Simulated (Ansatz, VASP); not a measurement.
# GaN in VASP and in Ansatz

```xyz
4
Lattice="3.1906 0.0000 0.0000 -1.5953 2.7631 0.0000 0.0000 0.0000 5.1832" Properties=species:S:1:pos:R:3 pbc="T T T"
Ga    0.0000    1.8421    0.0000
Ga    1.5953    0.9210    2.5916
N     0.0000    1.8421    1.9437
N     1.5953    0.9210    4.5353
```

Alike in both runs: task relaxation of cell and atoms; functional PBE; k mesh 12 × 12 × 8; occupations gaussian, width 0.05 eV; no spin polarisation.

|  | VASP | Ansatz |
| --- | --- | --- |
| version | VASP 6.6.1 | Ansatz 0.2.0 |
| potentials or method | VASP PAW PBE potentials, release 64 (Ga_d, N), cutoff 600 eV | scalar-relativistic, plane waves, PAW |
| valence electrons in the cell | 36 | 36 |

```tsv
	VASP	Ansatz	Ansatz less VASP
gap on the k mesh at the Fermi level, each at its own relaxed structure (eV)	1.72	1.71	-0.008
relaxed volume (Å³/atom)	11.75	11.76	+0.008
relaxed length of the cell vector where the two differ most in proportion (Å)	3.217	3.218	+0.0013
```
